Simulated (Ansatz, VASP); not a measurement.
# NaF: VASP beside Ansatz

```xyz
2
Lattice="0.0232 2.3349 2.3349 2.3349 0.0232 2.3349 2.3349 2.3349 0.0232" Properties=species:S:1:pos:R:3 pbc="T T T"
Na    0.0000    0.0000    0.0000
F     2.3465    2.3465    2.3465
```

Change from the starting cell: equal xy, yz and zx shear strains of +1 %, crystal datasets.

Alike in both runs: task electric field gradients; functional LDA; k mesh 10 × 10 × 10; occupations fermi-dirac, width 0.02 eV; no spin polarisation.

|  | VASP | Ansatz |
| --- | --- | --- |
| version | VASP 6.6.1 | Ansatz 0.2.0 |
| potentials or method | VASP PAW LDA potentials, release 64 (Na_pv, F), cutoff 520 eV | all-electron PAW with datasets made for the crystal, scalar-relativistic |

VASP gave:

- gap on the k mesh at the Fermi level (eV): 5.90
- pressure (GPa): -4.7
- traceless stress, the component that is largest in VASP (GPa): -0.29
- size of Vzz on the site where it differs most (V/Å²): 0.9

Problem. Which values does Ansatz return?

Solution. gap on the k mesh at the Fermi level (eV): 5.91; pressure (GPa): -4.6; traceless stress, the component that is largest in VASP (GPa): -0.29; size of Vzz on the site where it differs most (V/Å²): 0.8.

LDA's correlation is that of Perdew and Zunger in VASP and of Perdew and Wang (1992) in Ansatz. Ansatz ran all-electron here, and VASP with PAW potentials.
